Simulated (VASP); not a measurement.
A run of VASP 6.6.1 is set up as follows.

File INCAR:

```
  PREC = Accurate
  ENCUT = 600
  EDIFF = 1E-6
  ISMEAR = 0
  SIGMA = 0.15
  LREAL = False
  LASPH = True
  NELM = 60
  ALGO = Normal
  ISIF = 3
  LWAVE = False
  LCHARG = False
  GGA = B5
  ALDAX = 1.0
  AGGAX = 1.0
  AGGAC = 1.0
  ALDAC = 0.0
  IVDW = 12
  VDW_S6 = 1.0
  VDW_S8 = 2.6996
  VDW_A1 = 0.4298
  VDW_A2 = 4.2359
  IBRION = 2
  NSW = 80
  EDIFFG = -0.01
```

KPOINTS

```
Automatic mesh
0
Gamma
  12 12 4
```

Contents of POSCAR:

```
C
1.0
    1.2280479700     -2.1270618200      0.0000000000
    1.2280479700      2.1270618200      0.0000000000
    0.0000000000      0.0000000000      7.1732677600
C
4
Direct
    0.0833794596      0.9166205404      0.7531375993
    0.5833794596      0.4166205404      0.2468624007
    0.9166205404      0.0833794596      0.2468624007
    0.4166205404      0.5833794596      0.7531375993
```

Potentials or basis: VASP PAW PBE potentials, release 64 (C).

The run is started by

```bash
$ cat potpaw_PBE.64/C/POTCAR > POTCAR
$ mpirun -np 1 vasp_std > vasp.out
```

**Question.** Predict the relaxed cell.

**Answer.** a = 2.469 Å, b = 2.469 Å, c = 6.550 Å, α = 90.00°, β = 90.00°, γ = 119.97°.

**Question.** Estimate the space group after relaxing (to 0.1 Å).

**Answer.** Fmmm (No. 69).

**Question.** Predict the relaxed volume.

**Answer.** 8.65 Å³/atom.

**Question.** Predict the dispersion energy per atom.

**Answer.** -0.305 eV.

Forces on the atoms (eV/Å):
```
C    0.000  0.007  0.005
C    0.000  0.007 -0.005
C    0.000 -0.007 -0.005
C    0.000 -0.007  0.005
```

Caveat: the PAW data sets were made with another functional, which shifts forces and pressure a little.
